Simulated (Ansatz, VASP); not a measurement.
## One calculation of As, two programs

File INCAR:

```
SYSTEM = As
ALGO = Normal
EDIFF = 1E-6
EDIFFG = -0.01
ENCUT = 600
GGA = CA
IBRION = 2
ISIF = 3
ISMEAR = -1
LASPH = .TRUE.
LCHARG = .FALSE.
LREAL = .FALSE.
LWAVE = .FALSE.
NELM = 100
NSW = 80
PREC = Accurate
SIGMA = 0.1
```

Contents of KPOINTS:

```
k-points
0
G
  12 12 4
  0 0 0
```

File POSCAR:

```
As
1.0
    2.9579811701      0.0000000000      0.0000000000
   -1.4789905850      2.5616868372      0.0000000000
    0.0000000000      0.0000000000      9.6607665014
As
4
Direct
    0.0000000000      0.0000000000      0.0000000000
    0.0000000000      0.0000000000      0.5000000000
    0.3333333333      0.6666666667      0.2500000000
    0.6666666667      0.3333333333      0.7500000000
```

Input for Ansatz:

```yaml
crystal:
  lattice:
    - [2.9579811701, 0.0, 0.0]
    - [-1.478990585, 2.5616868372, 0.0]
    - [0.0, 0.0, 9.6607665014]
  atoms:
    - { symbol: As, position: [0.0, 0.0, 0.0] }
    - { symbol: As, position: [0.0, 0.0, 0.5] }
    - { symbol: As, position: [0.3333333333, 0.6666666667, 0.25] }
    - { symbol: As, position: [0.6666666667, 0.3333333333, 0.75] }
hamiltonian:
  xc: lda
  pseudopotentials:
    kind: paw
    azcp:
      As: "pseudopotentials/As.paw.azcp"
basis:
  ecutwfc: 420
  fft_grid_basis: typed
kpoints:
  mp_grid: { grid: [12, 12, 4], shift: [0, 0, 0] }
magnetization:
  spin_polarized: false
scf:
  occupations: { method: fermi_dirac, width: 0.1 }
relax:
  max_steps: 60
  f_tol: 0.01
  cell: {}
```

Alike in both runs: task relaxation of cell and atoms; functional LDA; k mesh 12 × 12 × 4; occupations fermi-dirac, width 0.1 eV; no spin polarisation.

```csv
,VASP,Ansatz
version,VASP 6.6.1,Ansatz 0.2.0
potentials or method,"VASP PAW LDA potentials, release 64 (As), cutoff 600 eV","plane waves (420 eV) with PAW, scalar-relativistic"
valence electrons in the cell,20,60
```

VASP gave:

| Property | Result |
| --- | --- |
| relaxed volume (Å³/atom) | 18.18 |
| relaxed length of the cell vector where the two differ most in proportion (Å) | 2.921 |

Which values does Ansatz return?

Relaxed volume (Å³/atom): 18.12; relaxed length of the cell vector where the two differ most in proportion (Å): 2.917.

Ansatz warns that its potentials were made for another functional, while VASP's fit it. LDA's correlation is that of Perdew and Zunger in VASP and of Perdew and Wang (1992) in Ansatz. VASP's potentials hold 20 valence electrons a cell and Ansatz's 60, so a difference there can come from the potentials and not from the codes.

Noted on VASP's run: too few bands were computed for a metal, which touches its energy and stress.
